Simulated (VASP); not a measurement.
# MoS2 (P6_3/mmc) in VASP: a series of runs

The runs below take MoS2 through single point, with PBE+D3(BJ), PBE.

Everything below comes from runs of VASP 6.6.1. Logs are shortened: lines on timing, memory, paths and dates and some standing lists are left out, and cuts for length are marked.

## Step 1: The cell of the first run

The structure is hexagonal, space group P6_3/mmc (No. 194). Conventional cell: a = 3.149 Å, b = 3.149 Å, c = 12.087 Å, α = 90.00°, β = 90.00°, γ = 120.00°. Mo (site symmetry -6m2) has 6 S at 2.40 Å and 6 Mo at 3.15 Å within 3.2 Å. S (site symmetry 3m) has 3 Mo at 2.40 Å and 7 S at 3.13 to 3.15 Å within 3.2 Å.

## Step 2: Single point, PBE+D3(BJ)

Input file INCAR:

```
SYSTEM = MoS2
  ALGO = Normal
  EDIFF = 1E-7
  ENCUT = 520
  GGA = PE
  ISIF = 2
  ISMEAR = -1
  IVDW = 12
  LASPH = .TRUE.
  LCHARG = .TRUE.
  LELF = .TRUE.
  LREAL = .FALSE.
  LVHAR = .TRUE.
  LWAVE = .FALSE.
  NBANDS = 35
  NELM = 60
  PREC = Accurate
  SIGMA = 0.02
```

Input file KPOINTS:

```
k-points
0
G
  12 12 2
  0 0 0
```

Input file POSCAR:

```
MoS2
1.0
    3.1491880098      0.0000000028      0.0000000000
   -1.5745940074      2.7272768164      0.0000000000
    0.0000000000      0.0000000000     12.0873110479
Mo S
2 4
Direct
    0.6666666667      0.3333333333      0.2500000000
    0.3333333333      0.6666666667      0.7500000000
    0.6666666667      0.3333333333      0.6204704588
    0.3333333333      0.6666666667      0.3795295412
    0.6666666667      0.3333333333      0.8795295412
    0.3333333333      0.6666666667      0.1204704588
```

Potentials or basis: VASP PAW PBE potentials, release 64 (Mo_sv, S).

Run with:

```sh
cat potpaw_PBE.64/Mo_sv/POTCAR potpaw_PBE.64/S/POTCAR > POTCAR
mpirun -np 1 vasp_std > vasp.out
```

OUTCAR:

```text
SYSTEM = MoS2
   EDIFF = 1E-7
   ENCUT = 520
   GGA = PE
   ISIF = 2
   ISMEAR = -1
   IVDW = 12
   LASPH = .TRUE.
   LREAL = .FALSE.
   NELM = 60
   PREC = Accurate
 IVDW          = 12

 ion  position               nearest neighbor table
   1  0.667  0.333  0.250-   4 2.40   6 2.40   4 2.40   6 2.40   4 2.40   6 2.40
   2  0.333  0.667  0.750-   3 2.40   5 2.40   3 2.40   5 2.40   3 2.40   5 2.40
   3  0.667  0.333  0.620-   2 2.40   2 2.40   2 2.40
   4  0.333  0.667  0.380-   1 2.40   1 2.40   1 2.40
   5  0.667  0.333  0.880-   2 2.40   2 2.40   2 2.40
   6  0.333  0.667  0.120-   1 2.40   1 2.40   1 2.40

  LATTYP: Found a hexagonal cell.
 ALAT       =     3.1491880098
 C/A-ratio  =     3.8382310012

  Lattice vectors:

 A1 = (   3.1491880098,   0.0000000028,   0.0000000000)
 A2 = (  -1.5745940074,   2.7272768164,   0.0000000000)
 A3 = (   0.0000000000,   0.0000000000,  12.0873110479)

Analysis of symmetry for initial positions (statically):
=====================================================================
 Subroutine PRICEL returns:
 Original cell was already a primitive cell.

 Routine SETGRP: Setting up the symmetry group for a
 hexagonal supercell.

 Subroutine GETGRP returns: Found 24 space group operations
 (whereof 12 operations were pure point group operations)
 out of a pool of 24 trial point group operations.

The static configuration has the point symmetry D_3d.
 The point group associated with its full space group is D_6h.

Analysis of symmetry for dynamics (positions and initial velocities):
=====================================================================
 Subroutine PRICEL returns:
 Original cell was already a primitive cell.

 Routine SETGRP: Setting up the symmetry group for a
 hexagonal supercell.

 Subroutine GETGRP returns: Found 24 space group operations
 (whereof 12 operations were pure point group operations)
 out of a pool of 24 trial point group operations.

The dynamic configuration has the point symmetry D_3d.
 The point group associated with its full space group is D_6h.

 Subroutine INISYM returns: Found 24 space group operations
 (whereof 12 operations are pure point group operations),
 and found     1 'primitive' translations

----------------------------------------------------------------------------------------

                                     Primitive cell

  volume of cell :     103.8144

  direct lattice vectors                    reciprocal lattice vectors
     3.149188010  0.000000003  0.000000000     0.317542172  0.183333059  0.000000000
    -1.574594007  2.727276816  0.000000000    -0.000000000  0.366666117  0.000000000
     0.000000000  0.000000000 12.087311048     0.000000000  0.000000000  0.082731386

  length of vectors
     3.149188010  3.149188010 12.087311048     0.366666117  0.366666117  0.082731386

  position of ions in fractional coordinates (direct lattice)
     0.666666667  0.333333333  0.250000000
     0.333333333  0.666666667  0.750000000
     0.666666667  0.333333333  0.620470459
     0.333333333  0.666666667  0.379529541
     0.666666667  0.333333333  0.879529541
     0.333333333  0.666666667  0.120470459

  ion indices of the primitive-cell ions
   primitive index   ion index
                 1           1
                 2           2
                 3           3
                 4           4
                 5           5
                 6           6

----------------------------------------------------------------------------------------

 KPOINTS: k-points

Automatic generation of k-mesh.
 Grid dimensions read from file:
 generate k-points for:   12   12    2

 Generating k-lattice:

  Cartesian coordinates                     Fractional coordinates (reciprocal lattice)
     0.026461848  0.015277755  0.000000000     0.083333333  0.000000000  0.000000000
    -0.000000000  0.030555510  0.000000000     0.000000000  0.083333333  0.000000000
     0.000000000  0.000000000  0.041365693     0.000000000  0.000000000  0.500000000

  Length of vectors
     0.030555510  0.030555510  0.041365693

  Shift w.r.t. Gamma in fractional coordinates (k-lattice)
     0.000000000  0.000000000  0.000000000

 Subroutine IBZKPT returns following result:
 ===========================================

 Found     38 irreducible k-points:

 Following reciprocal coordinates:
            Coordinates               Weight
  0.000000  0.000000  0.000000      1.000000
  0.083333  0.000000  0.000000      6.000000
  0.166667  0.000000  0.000000      6.000000
  0.250000  0.000000  0.000000      6.000000
  0.333333  0.000000  0.000000      6.000000
  0.416667  0.000000  0.000000      6.000000
[... 16 lines left out ...]
  0.250000  0.000000  0.500000      6.000000
  0.333333  0.000000  0.500000      6.000000
 [... further k-points ...]
   k-points           NKPTS =     38   k-points in BZ     NKDIM =     38   number of bands    NBANDS=     35
   number of dos      NEDOS =    301   number of ions     NIONS =      6
   total plane-waves  NPLWV =  51840
   dimension x,y,z NGX =    24 NGY =   24 NGZ =   90
   dimension x,y,z NGXF=    48 NGYF=   48 NGZF=  180
   ions per type =               2   4
   NGX,Y,Z   is equivalent  to a cutoff of  12.67, 12.67, 12.38 a.u.
   NGXF,Y,Z  is equivalent  to a cutoff of  25.34, 25.34, 24.76 a.u.
 SYSTEM =  MoS2
   PREC   = accura    normal or accurate (medium, high low for compatibility)
   ISTART =      0    job   : 0-new  1-cont  2-samecut
   ICHARG =      2    charge: 1-file 2-atom 10-const
   ISPIN  =      1    spin polarized calculation?
   LNONCOLLINEAR =      F non collinear calculations
   LSORBIT =      F    spin-orbit coupling
   LASPH  =      T    aspherical Exc in radial PAW
   ENCUT  =  520.0 eV  38.22 Ry    6.18 a.u.   5.86  5.86 22.47*2*pi/ulx,y,z
   NELM   =     60;   NELMIN=  2; NELMDL= -5     # of ELM steps
   EDIFF  = 0.1E-06   stopping-criterion for ELM
   LREAL  =      F    real-space projection
   EDIFFG = 0.1E-05   stopping-criterion for IOM
   NSW    =      0    number of steps for IOM
   IBRION =     -1    ionic relax: 0-MD 1-quasi-New 2-CG
   NFREE  =      0    steps in history (QN), initial steepest desc. (CG)
   ISIF   =      2    stress and relaxation
   ISYM   =      2    0-nonsym 1-usesym 2-fastsym
   POTIM  = 0.5000    time-step for ionic-motion
   TEBEG  =    0.0;   TEEND  =   0.0 temperature during run
   PSTRESS=    0.0 pullay stress
   NELECT =      52.0000    total number of electrons
   NUPDOWN=      -1.0000    fix difference up-down
   EMIN   =  10.00;   EMAX   =-10.00  energy-range for DOS
   EFERMI =   0.00;   METHOD = LEGACY
   ISMEAR =    -1;   SIGMA  =   0.02  broadening in eV -4-tet -1-fermi 0-gaus
   EFERMI_NEDOS =   21; number of points for ismear=-14 and -15
   IALGO  =     38    algorithm
   IMIX   =      4    mixing-type and parameters
     AMIX     =   0.40;   BMIX     =  1.00
     AMIX_MAG =   1.60;   BMIX_MAG =  1.00
  volume/ion in A,a.u.               =      17.30       116.76
  Fermi-wavevector in a.u.,A,eV,Ry     =   1.300140  2.456908 22.998798  1.690364
  Thomas-Fermi vector in A             =   2.431358
   LORBIT       =      0    0 simple, 1 ext, 2 COOP (PROOUT), +10 PAW based schemes
   GGA     = PE    functional components
   LHFCALC =     F    Hartree Fock is set to
   AEXX    =    0.0000 exact exchange contribution
   IVDW    =    12    specifies the selected vdW correction
   LEPSILON=     F    determine dielectric tensor
   LRPA    =     F    only Hartree local field effects (RPA)
 non-spin polarized calculation
  energy-cutoff  :      520.00
  volume of cell :      103.81
 maximum number of plane-waves:      2820
 NGX is ok and might be reduce to    24
   NGX = 11   NGY = 11   NGZ = 45

 number of electron      52.0000003 magnetization

 Free energy of the ion-electron system (eV)
  ---------------------------------------------------
  ext. energy  EPLUGINS =         0.00000000
  ---------------------------------------------------
  free energy    TOTEN  =       -43.54424697 eV

  energy without entropy =      -43.54424697  energy(sigma->0) =      -43.54424697

 E-fermi :   8.3408     XC(G=0): -11.0164

 val. band max:        7.9520612969   @ k =   0.0000   0.0000   0.0000
 cond. band min:       8.7510923503   @ k =   0.1667   0.1667   0.0000
 fundamental gap:      0.7990310534
 Fermi energy:         8.3407957377

 k-point     1 :       0.0000    0.0000    0.0000
  band No.  band energies     occupation
      1     -53.5873      2.00000
      2     -53.5873      2.00000
      3     -27.7511      2.00000
      4     -27.7510      2.00000
      5     -27.5096      2.00000
      6     -27.5096      2.00000
[... 27 lines left out ...]
     34      10.4063      0.00000
     35      13.5870      0.00000

 k-point     2 :       0.0833    0.0000    0.0000
  band No.  band energies     occupation
      1     -53.5844      2.00000
      2     -53.5844      2.00000
      3     -27.7455      2.00000
      4     -27.7454      2.00000
      5     -27.5381      2.00000
      6     -27.5381      2.00000
[... 27 lines left out ...]
     34      10.3005      0.00000
     35      14.1222      0.00000

 k-point     3 :       0.1667    0.0000    0.0000
  band No.  band energies     occupation
      1     -53.5765      2.00000
      2     -53.5765      2.00000
      3     -27.7302      2.00000
      4     -27.7301      2.00000
      5     -27.6153      2.00000
      6     -27.6153      2.00000
[... 27 lines left out ...]
     34      10.7510      0.00000
     35      15.1079      0.00000

 k-point     4 :       0.2500    0.0000    0.0000
  band No.  band energies     occupation
      1     -53.5658      2.00000
      2     -53.5658      2.00000
      3     -27.7194      2.00000
      4     -27.7194      2.00000
      5     -27.7092      2.00000
      6     -27.7091      2.00000
[... 27 lines left out ...]
     34      11.2357      0.00000
     35      15.3882      0.00000

 k-point     5 :       0.3333    0.0000    0.0000
  band No.  band energies     occupation
      1     -53.5550      2.00000
      2     -53.5550      2.00000
      3     -27.8218      2.00000
      4     -27.8218      2.00000
      5     -27.6881      2.00000
      6     -27.6880      2.00000
[... 638 lines left out ...]
 k-point    22 :       0.1667    0.0000    0.5000
  band No.  band energies     occupation
      1     -53.5765      2.00000
      2     -53.5765      2.00000
      3     -27.7301      2.00000
      4     -27.7301      2.00000
      5     -27.6153      2.00000
      6     -27.6153      2.00000
[... 27 lines left out ...]
     34      10.6816      0.00000
     35      15.2044      0.00000

 k-point    23 :       0.2500    0.0000    0.5000
  band No.  band energies     occupation
      1     -53.5658      2.00000
      2     -53.5658      2.00000
      3     -27.7194      2.00000
      4     -27.7194      2.00000
      5     -27.7091      2.00000
      6     -27.7091      2.00000
[... 27 lines left out ...]
     34      11.1018      0.00000
     35      15.3183      0.00000

 k-point    24 :       0.3333    0.0000    0.5000
  band No.  band energies     occupation
      1     -53.5550      2.00000
      2     -53.5550      2.00000
      3     -27.8218      2.00000
      4     -27.8218      2.00000
      5     -27.6880      2.00000
      6     -27.6880      2.00000
[... 27 lines left out ...]
     34      11.3979      0.00000
     35      14.5823      0.00000

 [... further k-points ...]

------------------------ aborting loop because EDIFF is reached ----------------------------------------

 Edisp (eV)   -2.62592

 E8    (eV) :    -1.0588

  FORCE on cell =-STRESS in cart. coord.  units (eV):
  Direction    XX          YY          ZZ          XY          YZ          ZX
  --------------------------------------------------------------------------------------
  -------------------------------------------------------------------------------------
  Total      -0.05805    -0.05805    -0.07695     0.00000    -0.00000     0.00000
  in kB      -0.89594    -0.89594    -1.18757     0.00000    -0.00000     0.00000
  external pressure =       -0.99 kB  Pullay stress =        0.00 kB

 VOLUME and BASIS-vectors are now :
 -----------------------------------------------------------------------------
  energy-cutoff  :      520.00
  volume of cell :      103.81
      direct lattice vectors                 reciprocal lattice vectors
     3.149188010  0.000000003  0.000000000     0.317542172  0.183333059  0.000000000
    -1.574594007  2.727276816  0.000000000    -0.000000000  0.366666117  0.000000000
     0.000000000  0.000000000 12.087311048     0.000000000  0.000000000  0.082731386

 POSITION                                       TOTAL-FORCE (eV/Angst)
 -----------------------------------------------------------------------------------
      1.57459      0.90909      3.02183         0.000000     -0.000000      0.000000
     -0.00000      1.81818      9.06548        -0.000000      0.000000      0.000000
      1.57459      0.90909      7.49982        -0.000000     -0.000000      0.010210
     -0.00000      1.81818      4.58749         0.000000      0.000000     -0.010210
      1.57459      0.90909     10.63115        -0.000000     -0.000000     -0.010210
     -0.00000      1.81818      1.45616        -0.000000      0.000000      0.010210
 -----------------------------------------------------------------------------------
    total drift:                                0.000000     -0.000000      0.000000

  FREE ENERGIE OF THE ION-ELECTRON SYSTEM (eV)
  ---------------------------------------------------
  free  energy   TOTEN  =       -46.1701659925 eV

  energy  without entropy=      -46.1701659925  energy(sigma->0) =      -46.17016599
```

Wall time 57 s (1 thread of Intel Xeon 6975P-C (Granite Rapids), shared host); peak memory 0.28 GiB.

Results:

* Free energy: -46.1702 eV
* Pressure: -0.1 GPa
* Largest force: 0.010 eV/Å
* Band gap on the k mesh: 0.80 eV (least direct gap 1.70 eV)
* Dispersion energy per atom: -0.438 eV

Forces on the atoms (eV/Å):
```
Mo   0.000  0.000  0.000
Mo   0.000  0.000  0.000
S    0.000  0.000  0.010
S    0.000  0.000 -0.010
S    0.000  0.000 -0.010
S    0.000  0.000  0.010
```

A k mesh can miss the band edges.

[end of part 1 of 2]
